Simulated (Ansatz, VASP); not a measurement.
## One calculation of Te, two programs

```
Te
1.0
     0.00000    2.46750    2.46750
     2.46750    0.00000    2.46750
     2.46750    2.46750    0.00000
Te
1
Direct
  0.00000 0.00000 0.00000
```

Alike in both runs: task single point; functional PBEsol; k mesh 13 × 13 × 13; occupations fermi-dirac, width 0.1 eV; no spin polarisation.

|  | VASP | Ansatz |
| --- | --- | --- |
| version | VASP 6.6.1 | Ansatz 0.2.0 |
| potentials or method | VASP PAW PBE potentials, release 64 (Te), cutoff 520 eV | plane waves (420 eV) with PAW, scalar-relativistic |
| valence electrons in the cell | 6 | 16 |

|  | VASP | Ansatz | Ansatz less VASP |
| --- | --- | --- | --- |
| pressure (GPa) | -5.6 | -5.6 | +0.04 |

VASP's potentials were made for PBE, not for PBEsol, and Ansatz warns of the same on its side. The functional is the same, so the differences come from potentials, cutoffs and numerics. VASP's potentials hold 6 valence electrons a cell and Ansatz's 16, so a difference there can come from the potentials and not from the codes.

Spin-orbit coupling is off throughout.
